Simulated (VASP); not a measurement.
# HgTe: elastic constants with PBEsol

The system is HgTe.

```xyz
2
Lattice="0.0000 3.2090 3.2090 3.2090 0.0000 3.2090 3.2090 3.2090 0.0000" Properties=species:S:1:pos:R:3 pbc="T T T"
Hg    0.0000    0.0000    0.0000
Te    4.8135    4.8135    4.8135
```

```json
{"Program": "VASP 6.6.1", "Task": "elastic constants", "Functional": "PBEsol", "Potentials or basis": "VASP PAW PBE potentials, release 64 (Hg, Te)", "Cutoff": "500 eV", "k mesh": "14 × 14 × 14", "Occupations": "fermi-dirac, width 0.08 eV", "Spin": "no spin polarisation", "Dipole correction": "no", "Ions in elastic constants": "relaxed", "Further INCAR settings": "ALGO = Normal; EDIFF = 1e-08; NBANDS = 16; IBRION = 6; POTIM = 0.015; NSW = 1; ISIF = 3"}
```

```json
{"Elastic constants C11, C12, C44": "60, 46, 20 GPa", "Voigt bulk modulus": "51 GPa", "Highest phonon frequency at Γ, LO-TO splitting left out": "122 cm⁻¹"}
```

Phonon frequencies in cm⁻¹ (negative: imaginary):
```tsv
q point	frequencies
(0.000, 0.000, 0.000)	0 0 0 122 122 122
```

Elastic tensor in Voigt notation (GPa, in the Cartesian axes of the cell as first typed):
```
60 46 46  0  0  0
46 60 46  0  0  0
46 46 60  0  0  0
 0  0  0 20  0  0
 0  0  0  0 20  0
 0  0  0  0  0 20
```

Clamped-ion elastic tensor (GPa):
```
60 46 46  0  0  0
46 60 46  0  0  0
46 46 60  0  0  0
 0  0  0 45  0  0
 0  0  0  0 45  0
 0  0  0  0  0 45
```

Wall time 79 min on 1 thread of Intel(R) Xeon(R) Platinum 8488C (Sapphire Rapids), with other jobs on the host, peak memory 1.2 GiB.

Caveat: the cell is under stress, which shifts elastic constants; the PAW data sets were made with another functional, which shifts forces and pressure a little.
